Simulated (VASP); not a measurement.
# CuO (C2/c) in VASP: relaxation of shape and atoms at fixed volume with PBE

Aim: the relaxation of shape and atoms at fixed volume of CuO with PBE.

Program: VASP 6.6.1. These are calculated values, not measurements. Logs are shortened: lines on timing, memory, paths and dates and some standing lists are left out, and cuts for length are marked.

## Step 1: The cell of the first run

The typed cell holds 4 atoms: a = 2.929 Å, b = 2.929 Å, c = 5.117 Å, α = 90.01°, β = 90.01°, γ = 89.81°.

## Step 2: Relaxation of shape and atoms at fixed volume, PBE (10.97 Å³/atom)

Contents of INCAR:

```
ALGO = Normal ; EDIFF = 1E-6
EDIFFG = -0.01 ; ENCUT = 600
GGA = PE ; IBRION = 2
ISIF = 4 ; ISMEAR = 0
LASPH = True ; LCHARG = False
LREAL = False ; LWAVE = False
NELM = 100 ; NSW = 60
PREC = Accurate ; SIGMA = 0.05
```

Contents of KPOINTS:

```
k-points
0
Gamma
  12 12 8
```

Contents of POSCAR:

```
CuO
1.0
    2.0678277942     -2.0674075788      0.1637725866
    2.0678277942      2.0674075788      0.1637725866
   -0.4055535919      0.0000000000      5.1011654347
Cu O
2 2
Direct
   -0.0057500000      0.4942500000      0.0018500000
    0.4942500000     -0.0057500000      0.5018500000
    0.4943316217      0.4941683783      0.2518500000
    0.4941683783      0.4943316217      0.7518500000
```

Potentials or basis: VASP PAW PBE potentials, release 64 (Cu, O).

The run is started by

```sh
> cat potpaw_PBE.64/Cu/POTCAR potpaw_PBE.64/O/POTCAR > POTCAR
> mpirun -np 1 vasp_std > vasp.out
```

OUTCAR:

```text
EDIFF = 1E-6
   EDIFFG = -0.01
   ENCUT = 600
   GGA = PE
   IBRION = 2
   ISIF = 4
   ISMEAR = 0
   LASPH = True
   LREAL = False
   NELM = 100
   NSW = 60
   PREC = Accurate

 ion  position               nearest neighbor table
   1  0.994  0.494  0.002-   3 1.94   4 1.94   4 1.94   3 1.94
   2  0.494  0.994  0.502-   4 1.94   3 1.94   4 1.94   3 1.94
   3  0.494  0.494  0.252-   2 1.94   1 1.94   2 1.94   1 1.94
   4  0.494  0.494  0.752-   1 1.94   2 1.94   2 1.94   1 1.94

  LATTYP: Found a base centered monoclinic cell.
 ALAT       =     4.1486061498
 B/A-ratio  =     0.9966757528
 C/A-ratio  =     1.2334892844
 COS(beta)  =    -0.0002999535

  Lattice vectors:

 A1 = (   2.0678277942,  -2.0674075788,   0.1637725866)
 A2 = (   2.0678277942,   2.0674075788,   0.1637725866)
 A3 = (  -0.4055535919,   0.0000000000,   5.1011654347)

Analysis of symmetry for initial positions (statically):
=====================================================================
 Subroutine PRICEL returns:
 Original cell was already a primitive cell.

 Routine SETGRP: Setting up the symmetry group for a
 base centered monoclinic supercell.

 Subroutine GETGRP returns: Found  4 space group operations
 (whereof  1 operations were pure point group operations)
 out of a pool of  4 trial point group operations.

The static configuration has the point symmetry C_1 .
 The point group associated with its full space group is C_2h.

Analysis of symmetry for dynamics (positions and initial velocities):
=====================================================================
 Subroutine PRICEL returns:
 Original cell was already a primitive cell.

 Routine SETGRP: Setting up the symmetry group for a
 base centered monoclinic supercell.

 Subroutine GETGRP returns: Found  4 space group operations
 (whereof  1 operations were pure point group operations)
 out of a pool of  4 trial point group operations.

The dynamic configuration has the point symmetry C_1 .
 The point group associated with its full space group is C_2h.

 Subroutine INISYM returns: Found  4 space group operations
 (whereof  1 operations are pure point group operations),
 and found     1 'primitive' translations

----------------------------------------------------------------------------------------

                                     Primitive cell

  volume of cell :      43.8900

  direct lattice vectors                    reciprocal lattice vectors
     2.067827794 -2.067407579  0.163772587     0.240286645 -0.241848780  0.019103304
     2.067827794  2.067407579  0.163772587     0.240286645  0.241848780  0.019103304
    -0.405553592  0.000000000  5.101165435    -0.015428774  0.000000000  0.194807014

  length of vectors
     2.928635748  2.928635748  5.117261231     0.341457816  0.341457816  0.195417040

  position of ions in fractional coordinates (direct lattice)
     0.994250000  0.494250000  0.001850000
     0.494250000  0.994250000  0.501850000
     0.494331622  0.494168378  0.251850000
     0.494168378  0.494331622  0.751850000

  ion indices of the primitive-cell ions
   primitive index   ion index
                 1           1
                 2           2
                 3           3
                 4           4

----------------------------------------------------------------------------------------

 KPOINTS: k-points

Automatic generation of k-mesh.
 Grid dimensions read from file:
 generate k-points for:   12   12    8

 Generating k-lattice:

  Cartesian coordinates                     Fractional coordinates (reciprocal lattice)
     0.020023887 -0.020154065  0.001591942     0.083333333  0.000000000 -0.000000000
     0.020023887  0.020154065  0.001591942     0.000000000  0.083333333 -0.000000000
    -0.001928597  0.000000000  0.024350877     0.000000000  0.000000000  0.125000000

  Length of vectors
     0.028454818  0.028454818  0.024427130

  Shift w.r.t. Gamma in fractional coordinates (k-lattice)
     0.000000000  0.000000000  0.000000000

 Subroutine IBZKPT returns following result:
 ===========================================

 Found    320 irreducible k-points:

 Following reciprocal coordinates:
            Coordinates               Weight
  0.000000  0.000000  0.000000      1.000000
  0.083333 -0.000000  0.000000      4.000000
  0.166667 -0.000000  0.000000      4.000000
  0.250000  0.000000  0.000000      4.000000
  0.333333 -0.000000  0.000000      4.000000
  0.416667 -0.000000  0.000000      4.000000
[... 16 lines left out ...]
  0.500000  0.166667  0.000000      4.000000
 -0.416667  0.166667 -0.000000      4.000000
 [... further k-points ...]
   k-points           NKPTS =    320   k-points in BZ     NKDIM =    320   number of bands    NBANDS=     21
   number of dos      NEDOS =    301   number of ions     NIONS =      4
   total plane-waves  NPLWV =  24192
   dimension x,y,z NGX =    24 NGY =   24 NGZ =   42
   dimension x,y,z NGXF=    48 NGYF=   48 NGZF=   84
   ions per type =               2   2
   NGX,Y,Z   is equivalent  to a cutoff of  13.62, 13.62, 13.64 a.u.
   NGXF,Y,Z  is equivalent  to a cutoff of  27.25, 27.25, 27.29 a.u.
 SYSTEM =  unknown system
   PREC   = accura    normal or accurate (medium, high low for compatibility)
   ISTART =      0    job   : 0-new  1-cont  2-samecut
   ICHARG =      2    charge: 1-file 2-atom 10-const
   ISPIN  =      1    spin polarized calculation?
   LNONCOLLINEAR =      F non collinear calculations
   LSORBIT =      F    spin-orbit coupling
   LASPH  =      T    aspherical Exc in radial PAW
   ENCUT  =  600.0 eV  44.10 Ry    6.64 a.u.   5.85  5.85 10.22*2*pi/ulx,y,z
   NELM   =    100;   NELMIN=  2; NELMDL= -5     # of ELM steps
   EDIFF  = 0.1E-05   stopping-criterion for ELM
   LREAL  =      F    real-space projection
   EDIFFG = -.1E-01   stopping-criterion for IOM
   NSW    =     60    number of steps for IOM
   IBRION =      2    ionic relax: 0-MD 1-quasi-New 2-CG
   NFREE  =      1    steps in history (QN), initial steepest desc. (CG)
   ISIF   =      4    stress and relaxation
   ISYM   =      2    0-nonsym 1-usesym 2-fastsym
   POTIM  = 0.5000    time-step for ionic-motion
   TEBEG  =    0.0;   TEEND  =   0.0 temperature during run
   PSTRESS=    0.0 pullay stress
   NELECT =      34.0000    total number of electrons
   NUPDOWN=      -1.0000    fix difference up-down
   EMIN   =  10.00;   EMAX   =-10.00  energy-range for DOS
   EFERMI =   0.00;   METHOD = LEGACY
   ISMEAR =     0;   SIGMA  =   0.05  broadening in eV -4-tet -1-fermi 0-gaus
   EFERMI_NEDOS =   21; number of points for ismear=-14 and -15
   IALGO  =     38    algorithm
   IMIX   =      4    mixing-type and parameters
     AMIX     =   0.40;   BMIX     =  1.00
     AMIX_MAG =   1.60;   BMIX_MAG =  1.00
  volume/ion in A,a.u.               =      10.97        74.05
  Fermi-wavevector in a.u.,A,eV,Ry     =   1.503531  2.841262 30.757422  2.260607
  Thomas-Fermi vector in A             =   2.614629
   LORBIT       =      0    0 simple, 1 ext, 2 COOP (PROOUT), +10 PAW based schemes
   GGA     = PE    functional components
   LHFCALC =     F    Hartree Fock is set to
   AEXX    =    0.0000 exact exchange contribution
   IVDW    =     0    specifies the selected vdW correction
   LEPSILON=     F    determine dielectric tensor
   LRPA    =     F    only Hartree local field effects (RPA)
 conjugate gradient relaxation of ions
 non-spin polarized calculation
 Gauss-broadening in eV      SIGMA  =   0.05
  energy-cutoff  :      600.00
  volume of cell :       43.89
 maximum number of plane-waves:      1490
   NGX = 11   NGY = 11   NGZ = 21

--------------------------------------- Ionic step        1  -------------------------------------------

 number of electron      34.0000002 magnetization

 Free energy of the ion-electron system (eV)
  ---------------------------------------------------
  ext. energy  EPLUGINS =         0.00000000
  ---------------------------------------------------
  free energy    TOTEN  =       -19.72106833 eV

  energy without entropy =      -19.71718225  energy(sigma->0) =      -19.71912529

------------------------ aborting loop because EDIFF is reached ----------------------------------------

  FORCE on cell =-STRESS in cart. coord.  units (eV):
  Direction    XX          YY          ZZ          XY          YZ          ZX
  --------------------------------------------------------------------------------------
  -------------------------------------------------------------------------------------
  Total        0.8989381      0.9045669      1.3563258      0.0000000      0.0000000     -0.0360538
  in kB       32.8151592     33.0206317     49.5117998      0.0000000      0.0000000     -1.3161194
  external PRESSURE =      38.4491969 kB  Pullay stress =       0.0000000 kB
[... 61 lines left out ...]
  energy  without entropy=      -19.7185313420  energy(sigma->0) =      -19.72044703

--------------------------------------- Ionic step        3  -------------------------------------------

 number of electron      34.0000008 magnetization

 Free energy of the ion-electron system (eV)
  ---------------------------------------------------
  ext. energy  EPLUGINS =         0.00000000
  ---------------------------------------------------
  free energy    TOTEN  =       -19.72277897 eV

  energy without entropy =      -19.71901814  energy(sigma->0) =      -19.72089856

 E-fermi :   5.0145     XC(G=0): -11.3733

 val. band max:        5.0143085330   @ k =   0.0833   0.0833   0.3750
 cond. band min:       5.0166240185   @ k =   0.1667   0.1667   0.0000
 fundamental gap:      0.0023154855
 Fermi energy:         5.0144905292

 k-point     1 :       0.0000    0.0000    0.0000
  band No.  band energies     occupation
      1     -14.8572      2.00000
      2     -13.5495      2.00000
      3      -3.1748      2.00000
      4      -0.4575      2.00000
      5      -0.4511      2.00000
      6       1.2309      2.00000
[... 550 lines left out ...]
      5      -0.5125      2.00000
      6      -0.3000      2.00000
[... 13 lines left out ...]
     20      10.2280      0.00000
     21      13.0117      0.00000

 [... further k-points ...]

------------------------ aborting loop because EDIFF is reached ----------------------------------------

  FORCE on cell =-STRESS in cart. coord.  units (eV):
  Direction    XX          YY          ZZ          XY          YZ          ZX
  --------------------------------------------------------------------------------------
  -------------------------------------------------------------------------------------
  Total        0.9121542      0.9194200      0.9244414      0.0000000      0.0000000     -0.0007789
  in kB       33.2976019     33.5628375     33.7461400      0.0000000      0.0000000     -0.0284331
  external PRESSURE =      33.5355265 kB  Pullay stress =       0.0000000 kB
[... 19 lines left out ...]
  FREE ENERGIE OF THE ION-ELECTRON SYSTEM (eV)
  ---------------------------------------------------
  free  energy   TOTEN  =       -19.7227789727 eV

  energy  without entropy=      -19.7190181384  energy(sigma->0) =      -19.72089856

 reached required accuracy - stopping structural energy minimisation
```

It took 6.3 min on 1 thread of AMD EPYC 9R45 (Zen 5), shared host; peak memory 0.39 GiB.

Results:

```yaml
Free_energy: -19.7228 eV
Energy_gained_by_relaxing: 0.4 meV/atom
Ionic_steps: 3
Pressure_after_relaxing: 3.4 GPa
Band_gap_on_the_k_mesh: zero (bands 17 and 18 overlap by 1.17 eV)
```

The path:
```tsv
step	energy change (eV)	largest force (eV/Å)	pressure (GPa)	volume (Å³)
1	0.0000	0.0001	3.84	43.89
2	-0.0013	0.0000	3.28	43.89
3	-0.0017	0.0001	3.35	43.89
```

Final structure:
```xyz
4
Lattice="2.0602 -2.0602 0.1632 2.0602 2.0602 0.1632 -0.4084 0.0000 5.1382" Properties=species:S:1:pos:R:3 pbc="T T T"
Cu    3.0658   -1.0301    0.2524
Cu    2.8616    1.0301    2.8215
O     1.9336   -0.0003    1.4554
O     1.7294    0.0003    4.0244
```

Caveat: semilocal functionals often make such compounds metallic where correlation or magnetic order opens a gap, which also shifts bond lengths. With open d or f shells a metallic result of PBE can be an artefact of self-interaction; +U or a hybrid may open a gap.
